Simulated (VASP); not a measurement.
The system is GaN.

```
CELL_PARAMETERS angstrom
0.00000 2.24895 2.24895
2.24895 0.00000 2.24895
2.24895 2.24895 0.00000
ATOMIC_POSITIONS crystal
Ga 0.00000 0.00000 0.00000
N 0.75000 0.75000 0.75000
```

Base run:

```yaml
Program: VASP 6.6.1
Functional: HSE06
Potentials_or_basis: VASP PAW PBE potentials, release 64 (Ga_d, N)
Cutoff: 520 eV
k_mesh: 6 × 6 × 6
Occupations: gaussian, width 0.01 eV
Spin: no spin polarisation
```

Its results: band gap on the k mesh 3.02 eV; pressure -0.1 GPa.

Question: After a change of settings the same cell gave: band gap on the k mesh 2.16 eV; pressure 1.0 GPa. Which change was it?
A. functional from HSE06 to r2SCAN
B. functional from HSE06 to PBE0
C. functional from HSE06 to PBE

Answer: A.

Caveats: the PAW data sets were made with another functional, which shifts forces and pressure a little.
